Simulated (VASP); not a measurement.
# MoNO (P4/nmm) in VASP: further runs

Aim: see how the results for MoNO move with the level of theory and the settings. Levels: PBE, revPBE, RPBE. Tasks: single point.

Everything below comes from runs of VASP 6.6.1. Logs are shortened: lines on timing, memory, paths and dates and some standing lists are left out, and cuts for length are marked.

## (1) The cell of the first run

It takes space group P4/nmm (No. 129, tetragonal). Conventional cell: a = 2.835 Å, b = 2.835 Å, c = 7.176 Å, α = 90.00°, β = 90.00°, γ = 90.00°. Mo (site symmetry 4mm) has 1 N at 2.03 Å and 4 Mo at 2.47 Å and 4 O at 2.62 Å within 2.7 Å. Within 2.7 Å of O (site symmetry 4mm) lie 5 N at 2.02 to 2.03 Å and 4 Mo at 2.62 Å. Within 2.7 Å of N (site symmetry 4mm) lie 5 O at 2.02 to 2.03 Å and 1 Mo at 2.03 Å and 4 N at 2.61 Å.

## (2) Single point, PBE

Input file INCAR:

```
  ALGO = Normal
  EDIFF = 1E-6
  ENCUT = 600
  GGA = PE
  GGA_COMPAT = F
  ISIF = 2
  ISMEAR = 0
  LASPH = T
  LCHARG = F
  LREAL = F
  LWAVE = F
  NBANDS = 34
  NELM = 120
  PREC = Accurate
  SIGMA = 0.2873
```

Input file KPOINTS:

```
k-points
0
Gamma
  6 6 3
```

Input file POSCAR:

```
MoNO
1.0
    2.8345670000      0.0000000000      0.0000000000
    0.0000000000      2.8345670000      0.0000000000
    0.0000000000      0.0000000000      7.1761200000
Mo O N
2 2 2
Direct
    0.0000000000      0.5000000000      0.9000000000
    0.5000000000      0.0000000000      0.1000000000
    0.0000000000      0.5000000000      0.3350000000
    0.5000000000      0.0000000000      0.6650000000
    0.0000000000      0.5000000000      0.6170000000
    0.5000000000      0.0000000000      0.3830000000
```

Potentials or basis: VASP PAW PBE potentials, release 64 (Mo_sv, O, N).

Started as:

```bash
> cat potpaw_PBE.64/Mo_sv/POTCAR potpaw_PBE.64/O/POTCAR potpaw_PBE.64/N/POTCAR > POTCAR
> mpirun -np 1 vasp_std > vasp.out
```

OUTCAR:

```text
EDIFF = 1E-6
   ENCUT = 600
   GGA = PE
   ISIF = 2
   ISMEAR = 0
   LASPH = T
   LREAL = F
   NELM = 120
   PREC = Accurate

 ion  position               nearest neighbor table
   1  0.000  0.500  0.900-   5 2.03   2 2.47   2 2.47   2 2.47   2 2.47   4 2.62   4 2.62   4 2.62
                             4 2.62
   2  0.500  0.000  0.100-   6 2.03   1 2.47   1 2.47   1 2.47   1 2.47   3 2.62   3 2.62   3 2.62
                             3 2.62
   3  0.000  0.500  0.335-   2 2.62   2 2.62   2 2.62   2 2.62
   4  0.500  0.000  0.665-   1 2.62   1 2.62   1 2.62   1 2.62
   5  0.000  0.500  0.617-   1 2.03
   6  0.500  0.000  0.383-   2 2.03

  LATTYP: Found a simple tetragonal cell.
 ALAT       =     2.8345670000
 C/A-ratio  =     2.5316459269

  Lattice vectors:

 A1 = (   2.8345670000,   0.0000000000,   0.0000000000)
 A2 = (   0.0000000000,   2.8345670000,   0.0000000000)
 A3 = (   0.0000000000,   0.0000000000,   7.1761200000)

Analysis of symmetry for initial positions (statically):
=====================================================================
 Subroutine PRICEL returns:
 Original cell was already a primitive cell.

 Routine SETGRP: Setting up the symmetry group for a
 simple tetragonal supercell.

 Subroutine GETGRP returns: Found 16 space group operations
 (whereof  8 operations were pure point group operations)
 out of a pool of 16 trial point group operations.

The static configuration has the point symmetry D_2d.
 The point group associated with its full space group is D_4h.

Analysis of symmetry for dynamics (positions and initial velocities):
=====================================================================
 Subroutine PRICEL returns:
 Original cell was already a primitive cell.

 Routine SETGRP: Setting up the symmetry group for a
 simple tetragonal supercell.

 Subroutine GETGRP returns: Found 16 space group operations
 (whereof  8 operations were pure point group operations)
 out of a pool of 16 trial point group operations.

The dynamic configuration has the point symmetry D_2d.
 The point group associated with its full space group is D_4h.

 Subroutine INISYM returns: Found 16 space group operations
 (whereof  8 operations are pure point group operations),
 and found     1 'primitive' translations

----------------------------------------------------------------------------------------

                                     Primitive cell

  volume of cell :      57.6585

  direct lattice vectors                    reciprocal lattice vectors
     2.834567000  0.000000000  0.000000000     0.352787569  0.000000000  0.000000000
     0.000000000  2.834567000  0.000000000     0.000000000  0.352787569  0.000000000
     0.000000000  0.000000000  7.176120000     0.000000000  0.000000000  0.139351070

  length of vectors
     2.834567000  2.834567000  7.176120000     0.352787569  0.352787569  0.139351070

  position of ions in fractional coordinates (direct lattice)
     0.000000000  0.500000000  0.900000000
     0.500000000  0.000000000  0.100000000
     0.000000000  0.500000000  0.335000000
     0.500000000  0.000000000  0.665000000
     0.000000000  0.500000000  0.617000000
     0.500000000  0.000000000  0.383000000

  ion indices of the primitive-cell ions
   primitive index   ion index
                 1           1
                 2           2
                 3           3
                 4           4
                 5           5
                 6           6

----------------------------------------------------------------------------------------

 KPOINTS: k-points

Automatic generation of k-mesh.
 Grid dimensions read from file:
 generate k-points for:    6    6    3

 Generating k-lattice:

  Cartesian coordinates                     Fractional coordinates (reciprocal lattice)
     0.058797928  0.000000000  0.000000000     0.166666667  0.000000000  0.000000000
     0.000000000  0.058797928  0.000000000     0.000000000  0.166666667  0.000000000
     0.000000000  0.000000000  0.046450357     0.000000000  0.000000000  0.333333333

  Length of vectors
     0.058797928  0.058797928  0.046450357

  Shift w.r.t. Gamma in fractional coordinates (k-lattice)
     0.000000000  0.000000000  0.000000000

 Subroutine IBZKPT returns following result:
 ===========================================

 Found     20 irreducible k-points:

 Following reciprocal coordinates:
            Coordinates               Weight
  0.000000  0.000000  0.000000      1.000000
  0.166667  0.000000  0.000000      4.000000
  0.333333  0.000000  0.000000      4.000000
  0.500000  0.000000  0.000000      2.000000
  0.166667  0.166667  0.000000      4.000000
  0.333333  0.166667  0.000000      8.000000
[... 12 lines left out ...]
  0.500000  0.333333  0.333333      8.000000
  0.500000  0.500000  0.333333      2.000000
   k-points           NKPTS =     20   k-points in BZ     NKDIM =     20   number of bands    NBANDS=     34
   number of dos      NEDOS =    301   number of ions     NIONS =      6
   total plane-waves  NPLWV =  34560
   dimension x,y,z NGX =    24 NGY =   24 NGZ =   60
   dimension x,y,z NGXF=    48 NGYF=   48 NGZF=  120
   ions per type =               2   2   2
   NGX,Y,Z   is equivalent  to a cutoff of  14.08, 14.08, 13.90 a.u.
   NGXF,Y,Z  is equivalent  to a cutoff of  28.15, 28.15, 27.80 a.u.
 SYSTEM =  unknown system
   PREC   = accura    normal or accurate (medium, high low for compatibility)
   ISTART =      0    job   : 0-new  1-cont  2-samecut
   ICHARG =      2    charge: 1-file 2-atom 10-const
   ISPIN  =      1    spin polarized calculation?
   LNONCOLLINEAR =      F non collinear calculations
   LSORBIT =      F    spin-orbit coupling
   LASPH  =      T    aspherical Exc in radial PAW
   ENCUT  =  600.0 eV  44.10 Ry    6.64 a.u.   5.66  5.66 14.33*2*pi/ulx,y,z
   NELM   =    120;   NELMIN=  2; NELMDL= -5     # of ELM steps
   EDIFF  = 0.1E-05   stopping-criterion for ELM
   LREAL  =      F    real-space projection
   EDIFFG = 0.1E-04   stopping-criterion for IOM
   NSW    =      0    number of steps for IOM
   IBRION =     -1    ionic relax: 0-MD 1-quasi-New 2-CG
   NFREE  =      0    steps in history (QN), initial steepest desc. (CG)
   ISIF   =      2    stress and relaxation
   ISYM   =      2    0-nonsym 1-usesym 2-fastsym
   POTIM  = 0.5000    time-step for ionic-motion
   TEBEG  =    0.0;   TEEND  =   0.0 temperature during run
   PSTRESS=    0.0 pullay stress
   NELECT =      50.0000    total number of electrons
   NUPDOWN=      -1.0000    fix difference up-down
   EMIN   =  10.00;   EMAX   =-10.00  energy-range for DOS
   EFERMI =   0.00;   METHOD = LEGACY
   ISMEAR =     0;   SIGMA  =   0.29  broadening in eV -4-tet -1-fermi 0-gaus
   EFERMI_NEDOS =   21; number of points for ismear=-14 and -15
   IALGO  =     38    algorithm
   IMIX   =      4    mixing-type and parameters
     AMIX     =   0.40;   BMIX     =  1.00
     AMIX_MAG =   1.60;   BMIX_MAG =  1.00
  volume/ion in A,a.u.               =       9.61        64.85
  Fermi-wavevector in a.u.,A,eV,Ry     =   1.561147  2.950140 33.159844  2.437180
  Thomas-Fermi vector in A             =   2.664255
   LORBIT       =      0    0 simple, 1 ext, 2 COOP (PROOUT), +10 PAW based schemes
   GGA     = PE    functional components
   LHFCALC =     F    Hartree Fock is set to
   AEXX    =    0.0000 exact exchange contribution
   IVDW    =     0    specifies the selected vdW correction
   LEPSILON=     F    determine dielectric tensor
   LRPA    =     F    only Hartree local field effects (RPA)
 non-spin polarized calculation
 Gauss-broadening in eV      SIGMA  =   0.29
  energy-cutoff  :      600.00
  volume of cell :       57.66
 maximum number of plane-waves:      1948
 NGX is ok and might be reduce to    24
   NGX = 11   NGY = 11   NGZ = 29

 number of electron      50.0000008 magnetization

 Free energy of the ion-electron system (eV)
  ---------------------------------------------------
  ext. energy  EPLUGINS =         0.00000000
  ---------------------------------------------------
  free energy    TOTEN  =       -37.41968382 eV

  energy without entropy =      -37.21764337  energy(sigma->0) =      -37.31866359

 E-fermi :   9.3397     XC(G=0): -13.0775

 val. band max:        9.3233880997   @ k =   0.1667   0.0000   0.3333
 cond. band min:       9.3445182071   @ k =   0.3333   0.3333   0.3333
 fundamental gap:      0.0211301074
 Fermi energy:         9.3396634174

 k-point     1 :       0.0000    0.0000    0.0000
  band No.  band energies     occupation
      1     -51.5498      2.00000
      2     -50.8502      2.00000
      3     -26.0696      2.00000
      4     -25.5859      2.00000
      5     -25.5859      2.00000
      6     -24.9742      2.00000
[... 26 lines left out ...]
     33      12.9967      0.00000
     34      13.8189      0.00000

 k-point     2 :       0.1667    0.0000    0.0000
  band No.  band energies     occupation
      1     -51.4853      2.00000
      2     -50.8774      2.00000
      3     -26.1001      2.00000
      4     -25.9024      2.00000
      5     -25.4980      2.00000
      6     -24.8104      2.00000
[... 26 lines left out ...]
     33      13.5843      0.00000
     34      13.6615      0.00000

 k-point     3 :       0.3333    0.0000    0.0000
  band No.  band energies     occupation
      1     -51.3206      2.00000
      2     -50.9672      2.00000
      3     -26.3103      2.00000
      4     -26.2577      2.00000
      5     -25.2653      2.00000
      6     -24.7602      2.00000
[... 26 lines left out ...]
     33      13.5131      0.00000
     34      14.0235      0.00000

 k-point     4 :       0.5000    0.0000    0.0000
  band No.  band energies     occupation
      1     -51.1250      2.00000
      2     -51.1250      2.00000
      3     -26.4270      2.00000
      4     -26.4270      2.00000
      5     -24.9682      2.00000
      6     -24.9682      2.00000
[... 26 lines left out ...]
     33      13.9361      0.00000
     34      13.9361      0.00000

 k-point     5 :       0.1667    0.1667    0.0000
  band No.  band energies     occupation
      1     -51.4265      2.00000
      2     -50.8983      2.00000
      3     -26.1209      2.00000
      4     -25.8249      2.00000
      5     -25.7900      2.00000
      6     -24.7636      2.00000
[... 473 lines left out ...]
 k-point    18 :       0.3333    0.3333    0.3333
  band No.  band energies     occupation
      1     -51.1737      2.00000
      2     -50.9952      2.00000
      3     -26.3309      2.00000
      4     -26.2784      2.00000
      5     -25.6921      2.00000
      6     -25.2274      2.00000
[... 26 lines left out ...]
     33      13.8085      0.00000
     34      14.2549      0.00000

 k-point    19 :       0.5000    0.3333    0.3333
  band No.  band energies     occupation
      1     -51.0644      2.00000
      2     -51.0644      2.00000
      3     -26.4160      2.00000
      4     -26.4160      2.00000
      5     -25.4329      2.00000
      6     -25.4329      2.00000
[... 26 lines left out ...]
     33      14.3951      0.00000
     34      14.3951      0.00000

 k-point    20 :       0.5000    0.5000    0.3333
  band No.  band energies     occupation
      1     -51.0440      2.00000
      2     -51.0440      2.00000
      3     -26.4942      2.00000
      4     -26.4942      2.00000
      5     -25.3917      2.00000
      6     -25.3917      2.00000
[... 26 lines left out ...]
     33      14.4908      0.00000
     34      14.4908      0.00000

------------------------ aborting loop because EDIFF is reached ----------------------------------------

  FORCE on cell =-STRESS in cart. coord.  units (eV):
  Direction    XX          YY          ZZ          XY          YZ          ZX
  --------------------------------------------------------------------------------------
  -------------------------------------------------------------------------------------
  Total       12.5399413     12.5399413     11.8629250      0.0000000      0.0000000      0.0000000
  in kB      348.4519818    348.4519818    329.6394802      0.0000000      0.0000000      0.0000000
  external PRESSURE =     342.1811479 kB  Pullay stress =       0.0000000 kB

 VOLUME and BASIS-vectors are now :
 -----------------------------------------------------------------------------
  energy-cutoff  :      600.00
  volume of cell :       57.66
      direct lattice vectors                 reciprocal lattice vectors
     2.834567000  0.000000000  0.000000000     0.352787569  0.000000000  0.000000000
     0.000000000  2.834567000  0.000000000     0.000000000  0.352787569  0.000000000
     0.000000000  0.000000000  7.176120000     0.000000000  0.000000000  0.139351070

 POSITION                                       TOTAL-FORCE (eV/Angst)
 -----------------------------------------------------------------------------------
      0.00000      1.41728      6.45851         0.000000     -0.000000     -5.118511
      1.41728      0.00000      0.71761         0.000000     -0.000000      5.118511
      0.00000      1.41728      2.40400        -0.000000      0.000000     -1.385773
      1.41728      0.00000      4.77212         0.000000     -0.000000      1.385773
      0.00000      1.41728      4.42767         0.000000      0.000000      3.361891
      1.41728      0.00000      2.74845         0.000000     -0.000000     -3.361891
 -----------------------------------------------------------------------------------
    total drift:                                0.000000      0.000000     -0.000000

  FREE ENERGIE OF THE ION-ELECTRON SYSTEM (eV)
  ---------------------------------------------------
  free  energy   TOTEN  =       -37.4196838210 eV

  energy  without entropy=      -37.2176433660  energy(sigma->0) =      -37.31866359
```

Run time: 29 s. Hardware: 1 thread of Intel Xeon Platinum 8375C at 2.90GHz (Ice Lake), shared host; peak memory 0.2 GiB.

Results:

```
Free energy            : -37.4197 eV
Pressure               : 34.2 GPa
Largest force          : 5.119 eV/Å
Band gap on the k mesh : zero (bands 25 and 26 overlap by 3.49 eV)
```

Forces in eV/Å, atoms in the order of the input:
```
Mo   0.000  0.000 -5.119
Mo   0.000  0.000  5.119
O    0.000  0.000 -1.386
O    0.000  0.000  1.386
N    0.000  0.000  3.362
N    0.000  0.000 -3.362
```

Stress tensor (GPa, compression positive):
```
34.85  0.00  0.00
 0.00 34.85  0.00
 0.00  0.00 32.96
```

Caveat: the k points lie up to 0.37 Å⁻¹ apart, too coarse for converged energies and pressures of a metal; so wide a smearing shifts energies and pressures; forces of over 1 eV/Å act on the atoms, so gaps and moduli don't describe the material at rest.

## (3) Single point, revPBE

Input file INCAR:

```
PREC = Accurate
ENCUT = 600
EDIFF = 1E-6
ISMEAR = 0
SIGMA = 0.2873
LREAL = F
LASPH = T
NELM = 120
ALGO = Normal
ISIF = 2
LWAVE = F
LCHARG = F
GGA = RE
NBANDS = 34
GGA_COMPAT = F
```

Input file KPOINTS:

```
Automatic mesh
0
Gamma
  6 6 3
```

POSCAR is that of step 2.

Potentials or basis: VASP PAW PBE potentials, release 64 (Mo_sv, O, N).

Started as:

```bash
> cat potpaw_PBE.64/Mo_sv/POTCAR potpaw_PBE.64/O/POTCAR potpaw_PBE.64/N/POTCAR > POTCAR
> mpirun -np 1 vasp_std > vasp.out
```

OUTCAR:

```text
PREC = Accurate
   ENCUT = 600
   EDIFF = 1E-6
   ISMEAR = 0
   LREAL = F
   LASPH = T
   NELM = 120
   ISIF = 2
   GGA = RE

 ion  position               nearest neighbor table
   1  0.000  0.500  0.900-   5 2.03   2 2.47   2 2.47   2 2.47   2 2.47   4 2.62   4 2.62   4 2.62
                             4 2.62
   2  0.500  0.000  0.100-   6 2.03   1 2.47   1 2.47   1 2.47   1 2.47   3 2.62   3 2.62   3 2.62
                             3 2.62
   3  0.000  0.500  0.335-   2 2.62   2 2.62   2 2.62   2 2.62
   4  0.500  0.000  0.665-   1 2.62   1 2.62   1 2.62   1 2.62
   5  0.000  0.500  0.617-   1 2.03
   6  0.500  0.000  0.383-   2 2.03

  LATTYP: Found a simple tetragonal cell.
 ALAT       =     2.8345670000
 C/A-ratio  =     2.5316459269

  Lattice vectors:

 A1 = (   2.8345670000,   0.0000000000,   0.0000000000)
 A2 = (   0.0000000000,   2.8345670000,   0.0000000000)
 A3 = (   0.0000000000,   0.0000000000,   7.1761200000)

Analysis of symmetry for initial positions (statically):
=====================================================================
 Subroutine PRICEL returns:
[... 180 lines left out ...]
 cond. band min:       9.5065888672   @ k =   0.1667   0.1667   0.0000
 fundamental gap:      0.0919263305
 Fermi energy:         9.4165298280

 k-point     1 :       0.0000    0.0000    0.0000
  band No.  band energies     occupation
      1     -51.4821      2.00000
      2     -50.7826      2.00000
      3     -26.0025      2.00000
      4     -25.5207      2.00000
      5     -25.5207      2.00000
      6     -24.9061      2.00000
[... 729 lines left out ...]
     33      14.5636      0.00000
     34      14.5636      0.00000

------------------------ aborting loop because EDIFF is reached ----------------------------------------

  FORCE on cell =-STRESS in cart. coord.  units (eV):
  Direction    XX          YY          ZZ          XY          YZ          ZX
  --------------------------------------------------------------------------------------
  -------------------------------------------------------------------------------------
  Total       13.7235373     13.7235373     13.2215659      0.0000000      0.0000000      0.0000000
  in kB      381.3410032    381.3410032    367.3925369      0.0000000      0.0000000      0.0000000
  external PRESSURE =     376.6915144 kB  Pullay stress =       0.0000000 kB

 VOLUME and BASIS-vectors are now :
 -----------------------------------------------------------------------------
  energy-cutoff  :      600.00
  volume of cell :       57.66
      direct lattice vectors                 reciprocal lattice vectors
     2.834567000  0.000000000  0.000000000     0.352787569  0.000000000  0.000000000
     0.000000000  2.834567000  0.000000000     0.000000000  0.352787569  0.000000000
     0.000000000  0.000000000  7.176120000     0.000000000  0.000000000  0.139351070

 POSITION                                       TOTAL-FORCE (eV/Angst)
 -----------------------------------------------------------------------------------
      0.00000      1.41728      6.45851        -0.000000      0.000000     -5.083510
      1.41728      0.00000      0.71761         0.000000     -0.000000      5.083510
      0.00000      1.41728      2.40400         0.000000     -0.000000     -1.439373
      1.41728      0.00000      4.77212        -0.000000     -0.000000      1.439373
      0.00000      1.41728      4.42767        -0.000000     -0.000000      3.370984
      1.41728      0.00000      2.74845         0.000000     -0.000000     -3.370984
 -----------------------------------------------------------------------------------
    total drift:                                0.000000      0.000000     -0.000000

  FREE ENERGIE OF THE ION-ELECTRON SYSTEM (eV)
  ---------------------------------------------------
  free  energy   TOTEN  =       -34.9581058005 eV

  energy  without entropy=      -34.7569809869  energy(sigma->0) =      -34.85754339
```

It took 31 s on 1 thread of Intel Xeon Platinum 8375C at 2.90GHz (Ice Lake), shared host; peak memory 0.2 GiB.

What came out:

```yaml
Free_energy: -34.9581 eV
Pressure: 37.7 GPa
Largest_force: 5.084 eV/Å
Band_gap_on_the_k_mesh: zero (bands 25 and 26 overlap by 3.51 eV)
```

Forces in eV/Å, atoms in the order of the input:
```
Mo   0.000  0.000 -5.084
Mo   0.000  0.000  5.084
O    0.000  0.000 -1.439
O    0.000  0.000  1.439
N    0.000  0.000  3.371
N    0.000  0.000 -3.371
```

Levels at points of the mesh, in eV from the Fermi level:
| k point | band 23 | band 24 | band 25 | band 26 | band 27 | band 28 |
| --- | --- | --- | --- | --- | --- | --- |
| (0.00, 0.00, 0.00) | -0.21 | -0.21 | -0.21 | 0.48 | 0.88 | 2.11 |
| (0.50, 0.00, 0.00) | -1.16 | -1.16 | -0.76 | -0.76 | -0.21 | -0.21 |
| (0.50, 0.50, 0.00) | -0.52 | -0.52 | 2.33 | 2.33 | 2.44 | 2.44 |

Caveat: the k points lie up to 0.37 Å⁻¹ apart, too coarse for converged energies and pressures of a metal; so wide a smearing shifts energies and pressures; the PAW data sets were made with another functional, which shifts forces and pressure a little.

[end of part 1 of 2]

The gap in the log of VASP goes by the Fermi energy; the results here count the filled bands.